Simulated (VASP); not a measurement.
# Y5Zr (Y (10-10), 6 layers) in VASP: notebook, part 2 of 2

VASP 6.6.1. The steps go on from the part before.

## 3. Single point, PBE

Input file INCAR:

```
PREC     = Accurate       # precision mode
ENCUT    = 520            # plane-wave cutoff, eV
EDIFF    = 1E-6           # SCF threshold, eV
ISMEAR   = -1             # smearing method
SIGMA    = 0.05           # smearing width, eV
LREAL    = False          # projectors in reciprocal space
LASPH    = True           # aspherical terms in the spheres
NELM     = 80             # most SCF steps
ALGO     = Normal         # electronic algorithm
ISIF     = 2              # what is computed and relaxed
LWAVE    = False          # write WAVECAR
LCHARG   = True           # write CHGCAR
LDIPOL   = True         
IDIPOL   = 3            
DIPOL    = 0.5 0.5 0.500
GGA      = PE             # functional
LELF     = True           # ELF
LVHAR    = True         
LVACPOTAV= True         
NBANDS   = 42             # bands
```

Input file KPOINTS:

```
Automatic mesh
0
Gamma
  10 7 1
```

Input file POSCAR:

```
Y5Zr
1.0
    3.6580181829      0.0000000000      0.0000000000
    0.0000000000      5.6733912590      0.0000000000
    0.0000000000      0.0000000000     23.3919000000
Zr Y
1 5
Direct
    0.7500000000      0.7500000000      0.3462357758
    0.2500000000      0.2500000000      0.3925698162
    0.2500000000      0.7500000000      0.4755114704
    0.7500000000      0.2500000000      0.5244885275
    0.7500000000      0.7500000000      0.6074301869
    0.2500000000      0.2500000000      0.6537642232
```

Potentials or basis: VASP PAW PBE potentials, release 64 (Zr_sv, Y_sv).

Launch:

```bash
$ cat potpaw_PBE.64/Zr_sv/POTCAR potpaw_PBE.64/Y_sv/POTCAR > POTCAR
$ mpirun -np 1 vasp_std > vasp.out
```

OUTCAR:

```text
PREC = Accurate
   ENCUT = 520
   EDIFF = 1E-6
   ISMEAR = -1
   LREAL = False
   LASPH = True
   NELM = 80
   ISIF = 2
   GGA = PE

 ion  position               nearest neighbor table
   1  0.750  0.750  0.346-   3 3.53   3 3.53   2 3.54   2 3.54   2 3.54   2 3.54
   2  0.250  0.250  0.393-   3 3.44   3 3.44   1 3.54   1 3.54   1 3.54   1 3.54   4 3.59   4 3.59

   3  0.250  0.750  0.476-   2 3.44   2 3.44   1 3.53   1 3.53   4 3.56   4 3.56   4 3.56   4 3.56
                             5 3.59   5 3.59
   4  0.750  0.250  0.524-   5 3.44   5 3.44   6 3.53   6 3.53   3 3.56   3 3.56   3 3.56   3 3.56
                             2 3.59   2 3.59
   5  0.750  0.750  0.607-   4 3.44   4 3.44   6 3.54   6 3.54   6 3.54   6 3.54   3 3.59   3 3.59

   6  0.250  0.250  0.654-   4 3.53   4 3.53   5 3.54   5 3.54   5 3.54   5 3.54

  LATTYP: Found a simple orthorhombic cell.
 ALAT       =     3.6580181829
 B/A-ratio  =     1.5509467081
 C/A-ratio  =     6.3946921066

  Lattice vectors:

 A1 = (   3.6580181829,   0.0000000000,   0.0000000000)
 A2 = (   0.0000000000,   5.6733912590,   0.0000000000)
 A3 = (   0.0000000000,   0.0000000000,  23.3919000000)

Analysis of symmetry for initial positions (statically):
=====================================================================
 Subroutine PRICEL returns:
 Original cell was already a primitive cell.

 Routine SETGRP: Setting up the symmetry group for a
 simple orthorhombic supercell.

 Subroutine GETGRP returns: Found  4 space group operations
 (whereof  1 operations were pure point group operations)
 out of a pool of  8 trial point group operations.

The static configuration has the point symmetry C_1 .
 The point group associated with its full space group is C_2v.

Analysis of symmetry for dynamics (positions and initial velocities):
=====================================================================
 Subroutine PRICEL returns:
 Original cell was already a primitive cell.

 Routine SETGRP: Setting up the symmetry group for a
 simple orthorhombic supercell.

 Subroutine GETGRP returns: Found  4 space group operations
 (whereof  1 operations were pure point group operations)
 out of a pool of  8 trial point group operations.
[... 138 lines left out ...]
   LEPSILON=     F    determine dielectric tensor
   LRPA    =     F    only Hartree local field effects (RPA)
 non-spin polarized calculation
  energy-cutoff  :      520.00
  volume of cell :      485.46
 maximum number of plane-waves:     13138
 NGX is ok and might be reduce to    28
   NGX = 13   NGY = 21   NGZ = 87

 dipolmoment           0.000000      0.000000      0.004742 electrons x Angstroem

 number of electron      66.9999999 magnetization

 dipolmoment           0.000000      0.000000     -0.012567 electrons x Angstroem

 Free energy of the ion-electron system (eV)
  ---------------------------------------------------
  ext. energy  EPLUGINS =         0.00000000
  ---------------------------------------------------
  free energy    TOTEN  =       -37.11154806 eV

  energy without entropy =      -37.00878518  energy(sigma->0) =      -37.06016662

 E-fermi :  -0.5226     XC(G=0):  -4.6468

 val. band max:       -0.5267666507   @ k =   0.5000   0.4286   0.0000
 cond. band min:      -0.5154295578   @ k =   0.5000   0.4286   0.0000
 fundamental gap:      0.0113370928
 Fermi energy:        -0.5226222000

 k-point     1 :       0.0000    0.0000    0.0000
  band No.  band energies     occupation
      1     -50.1439      2.00000
      2     -43.7474      2.00000
      3     -43.3563      2.00000
      4     -43.2845      2.00000
      5     -43.0308      2.00000
      6     -42.9718      2.00000
[... 1069 lines left out ...]
     41       0.6183      0.00000
     42       0.6937      0.00000

------------------------ aborting loop because EDIFF is reached ----------------------------------------

  FORCE on cell =-STRESS in cart. coord.  units (eV):
  Direction    XX          YY          ZZ          XY          YZ          ZX
  --------------------------------------------------------------------------------------
  -------------------------------------------------------------------------------------
  Total       -5.2794232     -3.9913014     -1.7508285      0.0000000      0.0000000      0.0000000
  in kB      -17.4238034    -13.1725851     -5.7783002      0.0000000      0.0000000      0.0000000
  external PRESSURE =     -12.1248962 kB  Pullay stress =       0.0000000 kB

 VOLUME and BASIS-vectors are now :
 -----------------------------------------------------------------------------
  energy-cutoff  :      520.00
  volume of cell :      485.46
      direct lattice vectors                 reciprocal lattice vectors
     3.658018183  0.000000000  0.000000000     0.273372069  0.000000000  0.000000000
     0.000000000  5.673391259  0.000000000     0.000000000  0.176261420  0.000000000
     0.000000000  0.000000000 23.391900000     0.000000000  0.000000000  0.042749841

 POSITION                                       TOTAL-FORCE (eV/Angst)
 -----------------------------------------------------------------------------------
      2.74351      4.25504      8.09911         0.000000      0.000000      0.968343
      0.91450      1.41835      9.18295         0.000000      0.000000     -0.554772
      0.91450      4.25504     11.12312         0.000000      0.000000     -0.551972
      2.74351      1.41835     12.26878         0.000000      0.000000      0.125432
      2.74351      4.25504     14.20895         0.000000      0.000000      0.056071
      0.91450      1.41835     15.29279         0.000000      0.000000     -0.043103
 -----------------------------------------------------------------------------------
    total drift:                                0.000000      0.000000     -0.003219

  FREE ENERGIE OF THE ION-ELECTRON SYSTEM (eV)
  ---------------------------------------------------
  free  energy   TOTEN  =       -37.1115480635 eV

  energy  without entropy=      -37.0087851812  energy(sigma->0) =      -37.06016662

 vacuum level on the upper side and lower side of the slab         2.784         2.893
```

OSZICAR:

```text
N       E                     dE             d eps       ncg     rms          rms(c)
DAV:   1     0.404420261155E+03    0.40442E+03   -0.32506E+04  2600   0.133E+03
DAV:   2     0.924883504181E+01   -0.39517E+03   -0.38548E+03  2376   0.341E+02
DAV:   3    -0.343606467172E+02   -0.43609E+02   -0.42706E+02  3106   0.622E+01
[... 27 lines left out ...]
DAV:  31    -0.371115243039E+02    0.75073E-04   -0.34621E-04  2694   0.342E-02    0.569E-02
DAV:  32    -0.371115345477E+02   -0.10244E-04   -0.46066E-05  2544   0.190E-02    0.299E-02
DAV:  33    -0.371115414486E+02   -0.69008E-05   -0.19286E-05  2472   0.135E-02    0.341E-02
DAV:  34    -0.371115478643E+02   -0.64158E-05   -0.38203E-06  1984   0.779E-03    0.285E-02
DAV:  35    -0.371115480635E+02   -0.19916E-06   -0.56954E-06  2064   0.647E-03
   1 F= -.37111548E+02 E0= -.37060167E+02  d E =-.102763E+00
```

stdout:

```text
POSCAR found type information on POSCAR ZrY
 POSCAR found :  2 types and       6 ions
 scaLAPACK will be used
 LDA part: xc-table for (Slater+PW92), standard interpolation
 POSCAR, INCAR and KPOINTS ok, starting setup
 FFT: planning ... GRIDC
 FFT: planning ... GRID_SOFT
 FFT: planning ... GRID
 WAVECAR not read
 entering main loop
 -----------------------------------------------------------------------------
|                                                                             |
|           W    W    AA    RRRRR   N    N  II  N    N   GGGG   !!!           |
|           W    W   A  A   R    R  NN   N  II  NN   N  G    G  !!!           |
|           W    W  A    A  R    R  N N  N  II  N N  N  G       !!!           |
|           W WW W  AAAAAA  RRRRR   N  N N  II  N  N N  G  GGG   !            |
|           WW  WW  A    A  R   R   N   NN  II  N   NN  G    G                |
|           W    W  A    A  R    R  N    N  II  N    N   GGGG   !!!           |
|                                                                             |
|     Did not find any points to average over, which means that no vacuum     |
|     field-free region was found. Please increase the size of  your cell     |
|     in the dimension of the dipole correction to obtain accurate            |
|     workfunction values.                                                    |
|                                                                             |
 -----------------------------------------------------------------------------
```

It took 33 min on 1 thread of Intel Xeon Platinum 8375C at 2.90GHz (Ice Lake), shared host; peak memory 0.74 GiB.

What came out:

```
Free energy   : -37.1115 eV
Largest force : 0.968 eV/Å
```

Forces on the atoms (eV/Å):
```
Zr   0.000  0.000  0.968
Y    0.000  0.000 -0.555
Y    0.000  0.000 -0.552
Y    0.000  0.000  0.125
Y    0.000  0.000  0.056
Y    0.000  0.000 -0.043
```
